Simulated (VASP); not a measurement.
## TbBe2H2: single point with PBE

Crystal: TbBe2H2.

```xyz
5
Lattice="4.0397 0.0000 0.0000 -2.0199 3.4985 0.0000 0.0000 0.0000 3.4950" Properties=species:S:1:pos:R:3 pbc="T T T"
Tb    0.0000    0.0000    1.7475
Be    0.0000    2.3323    0.0000
Be    2.0199    1.1662    0.0000
H     0.0000    2.3323    1.7475
H     2.0199    1.1662    1.7475
```

The cell was generated, and may not be a known phase.

| Quantity | Value |
| --- | --- |
| Program | VASP 6.6.1 |
| Task | single point |
| Functional | PBE |
| Potentials or basis | VASP PAW PBE potentials, release 64 (Tb_3, Be, H), 4f in core |
| Cutoff | 600 eV |
| k mesh | 6 × 6 × 4 |
| Occupations | gaussian, width 0.1 eV |
| Spin | no spin polarisation |
| Dipole correction | no |
| Further INCAR settings | ALGO = Normal; EDIFF = 1e-06; NBANDS = 16 |

- Pressure: 0.2 GPa
- Band gap on the k mesh: zero (an odd number of electrons rules out a gap without spin polarisation)

Stress tensor (GPa, compression positive):
```
0.21 0.00 0.00
0.00 0.21 0.00
0.00 0.00 0.30
```

Levels at points of the mesh, in eV from the Fermi level:
```tsv
k point	band 6	band 7	band 8	band 9	band 10	band 11
(0.00, 0.00, 0.00)	-1.52	-0.98	-0.98	2.02	5.14	5.14
(0.50, 0.00, 0.00)	-1.68	0.14	0.90	2.57	3.89	4.01
(0.00, 0.00, 0.50)	-2.50	1.20	1.20	1.56	1.56	2.10
(0.50, 0.00, 0.50)	-4.11	-1.58	-1.21	4.84	4.93	5.45
```

Run time: 21 s on 1 thread of Intel(R) Xeon(R) Platinum 8375C CPU @ 2.90GHz (Ice Lake) (shared host), peak memory 0.19 GiB.

Caveat: the k points lie up to 0.45 Å⁻¹ apart, too coarse for converged energies and pressures of a metal; spin-orbit coupling is left out, which moves the levels of the heavy elements; the 4f electrons are frozen in the core, so they carry no moment and show no levels. Spin polarisation is off, so any magnetic state and its effect on volume and gap are missing.
